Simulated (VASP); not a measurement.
Wanted: the native input for a VASP 6.6.1 run.

```yaml
Task: single point
Functional: PBE
Potentials_or_basis: VASP PAW PBE potentials, release 64 (Mo_sv)
Cutoff: 520 eV
k_mesh: 12 × 12 × 12
Occupations: gaussian, width 0.025 eV
Spin: no spin polarisation
Dipole_correction: no
Further_INCAR_settings: ALGO = Fast; EDIFF = 1e-06; NBANDS = 13
```

The structure of Mo lies in POSCAR:

```
Mo
1.0
   -1.5838089719      1.5838089719      1.5838089719
    1.5838089719     -1.5838089719      1.5838089719
    1.5838089719      1.5838089719     -1.5838089719
Mo
1
Direct
    0.0000000000      0.0000000000      0.0000000000
```

One way to write it, as run:

INCAR

```
ALGO = Fast
EDIFF = 1E-6
ENCUT = 520
GGA = PE
ISIF = 2
ISMEAR = 0
LASPH = T
LCHARG = F
LREAL = F
LWAVE = F
NBANDS = 13
NELM = 100
PREC = Accurate
SIGMA = 0.025
```

KPOINTS

```
k-points
0
Gamma
  12 12 12
```

Potentials or basis: VASP PAW PBE potentials, release 64 (Mo_sv).

Launch:

```console
$ cat potpaw_PBE.64/Mo_sv/POTCAR > POTCAR
$ mpirun -np 1 vasp_std > vasp.out
```

It gave:

The pressure is -1.4 GPa and the band gap on the k mesh is zero (band 7 reaches 16.22 eV, above the bottom of band 8 at 11.00 eV).

Wall time 8.1 s on 1 thread of Intel(R) Xeon(R) Platinum 8488C (Sapphire Rapids), on a shared host, peak memory 0.12 GiB.
